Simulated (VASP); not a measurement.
A run of VASP 6.6.1 is set up as follows.

The input INCAR:

```
PREC     = Accurate       # precision mode
ENCUT    = 520            # plane-wave cutoff, eV
EDIFF    = 1E-6           # SCF threshold, eV
ISMEAR   = 0              # smearing method
SIGMA    = 0.15           # smearing width, eV
LREAL    = False          # projectors in reciprocal space
LASPH    = True           # aspherical terms in the spheres
NELM     = 60             # most SCF steps
ALGO     = Normal         # electronic algorithm
ISIF     = 2              # what is computed and relaxed
LWAVE    = False          # write WAVECAR
LCHARG   = False          # write CHGCAR
GGA      = PS             # functional
NBANDS   = 15             # bands
```

The input KPOINTS:

```
Automatic mesh
0
Gamma
  18 18 12
```

Contents of POSCAR:

```
TiSi
1.0
    1.8434206700     -2.1493883600      0.0000000000
    1.8434206700      2.1493883600      0.0000000000
    0.0000000000      0.0000000000      3.7468749900
Ti Si
1 1
Direct
    0.5000000000      0.5000000000      0.0000000000
    0.0000000000      0.0000000000      0.5000000000
```

Potentials or basis: VASP PAW PBE potentials, release 64 (Ti_sv, Si).

The run is started by

```bash
$ cat potpaw_PBE.64/Ti_sv/POTCAR potpaw_PBE.64/Si/POTCAR > POTCAR
$ mpirun -np 1 vasp_std > vasp.out
```

Question: What does it give for the band gap on the k mesh?

Answer: Zero (bands 8 and 9 overlap by 1.44 eV).

Question: Predict the pressure.

Answer: -5.5 GPa.

Stress tensor (GPa, compression positive):
```
-6.91  0.00  0.00
 0.00 -6.32  0.00
 0.00  0.00 -3.26
```

Caveat: the cell differs from its parent crystal (strain +0.015 along x and y, -0.015 along z); the cell stands under tension; the PAW data sets were made with another functional, which shifts forces and pressure a little.
